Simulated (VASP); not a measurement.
## YN: electric field gradients with r2SCAN

Crystal: YN.

```xyz
2
Lattice="0.0000 2.4385 2.4385 2.4385 0.0000 2.4385 2.4385 2.4385 0.0000" Properties=species:S:1:pos:R:3 pbc="T T T"
Y     0.0000    0.0000    0.0000
N     2.4385    2.4385    2.4385
```

* Program: VASP 6.6.1
* Task: electric field gradients
* Functional: r2SCAN
* Potentials or basis: VASP PAW PBE potentials, release 64 (Y_sv, N)
* Cutoff: 580 eV
* k mesh: 9 × 9 × 9
* Occupations: fermi-dirac, width 0.03 eV
* Spin: no spin polarisation
* Dipole correction: no
* Further INCAR settings: ALGO = Normal; EDIFF = 1e-08; NBANDS = 15

The pressure is 2.1 GPa and the band gap on the k mesh is 0.64 eV, indirect (least direct gap 1.05 eV).

Levels at points of the mesh, in eV from the valence-band top:
| k point | band 4 | band 5 | band 6 | band 7 | band 8 | band 9 | band 10 | band 11 | band 12 | band 13 |
| --- | --- | --- | --- | --- | --- | --- | --- | --- | --- | --- |
| (0.00, 0.00, 0.00) | -21.12 | -13.68 | 0.00 | 0.00 | 0.00 | 3.59 | 3.59 | 3.59 | 4.95 | 5.63 |

Wall time 2.2 min on 1 thread of Intel(R) Xeon(R) Platinum 8259CL CPU @ 2.50GHz (Skylake/Cascade Lake), with other jobs on the host, peak memory 0.19 GiB.

Caveat: without QUAD_EFG the Cq values of the log hold for a quadrupole moment of 1 mb, not for the nuclei; the PAW data sets were made with another functional, which shifts forces and pressure a little. A k mesh can miss the band edges.
